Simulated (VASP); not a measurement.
# Ag: single point with LDA

Crystal: Ag.

```
Ag
1.0
     2.88889    0.00000    0.00000
     1.44444    2.50185    0.00000
     1.44444    0.83395    2.35876
Ag
1
Direct
  0.00000 0.00000 0.00000
```

| Property | Result |
| --- | --- |
| Program | VASP 6.6.1 |
| Task | single point |
| Functional | LDA |
| Potentials or basis | VASP PAW LDA potentials, release 64 (Ag) |
| Cutoff | 500 eV |
| k mesh | 13 × 13 × 13 |
| Occupations | fermi-dirac, width 0.05 eV |
| Spin | no spin polarisation |

```yaml
Pressure: -7.3 GPa
Band_gap_on_the_k_mesh: zero (an odd number of electrons rules out a gap without spin polarisation)
```

Levels at points of the mesh, in eV from the Fermi level:
| k point | band 2 | band 3 | band 4 | band 5 | band 6 | band 7 | band 8 | band 9 | band 10 | band 11 |
| --- | --- | --- | --- | --- | --- | --- | --- | --- | --- | --- |
| (0.00, 0.00, 0.00) | -4.96 | -4.96 | -4.96 | -3.91 | -3.91 | 15.84 | 19.34 | 19.34 | 19.34 | 24.36 |

Wall time 7.8 s on 1 thread of Intel(R) Xeon(R) Platinum 8488C (Sapphire Rapids), with other jobs on the host, peak memory 0.13 GiB.

Caveat: the cell stands under tension.
